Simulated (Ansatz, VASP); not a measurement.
## One calculation of TaC, two programs

```
Ta C
1.0
     0.00000    2.23763    2.23763
     2.23763    0.00000    2.23763
     2.23763    2.23763    0.00000
Ta C
1 1
Cartesian
  0.0000 0.0000 0.0000
  2.2376 2.2376 2.2376
```

Alike in both runs: functional PBE; k mesh 16 × 16 × 16; occupations gaussian, width 0.1 eV; no spin polarisation.

Ansatz relaxed the structure, and its values are those at the end. VASP's run is a single point on that final structure, the one shown.

|  | VASP | Ansatz |
| --- | --- | --- |
| version | VASP 6.6.1 | Ansatz 0.2.0 |
| potentials or method | VASP PAW PBE potentials, release 64 (Ta_pv, C), cutoff 520 eV | scalar-relativistic, plane waves, PAW |
| valence electrons in the cell | 15 | 17 |

Ansatz gave:

* gap on the k mesh at the Fermi level (eV): none
* pressure (GPa): 0.0

Task: Estimate VASP's values.

Result: gap on the k mesh at the Fermi level (eV): none; pressure (GPa): 0.7.

A gap of «none» marks a metal or a gap that the smearing closes. VASP's potentials hold 15 valence electrons a cell and Ansatz's 17, so a difference there can come from the potentials and not from the codes.

Spin-orbit coupling is off throughout.
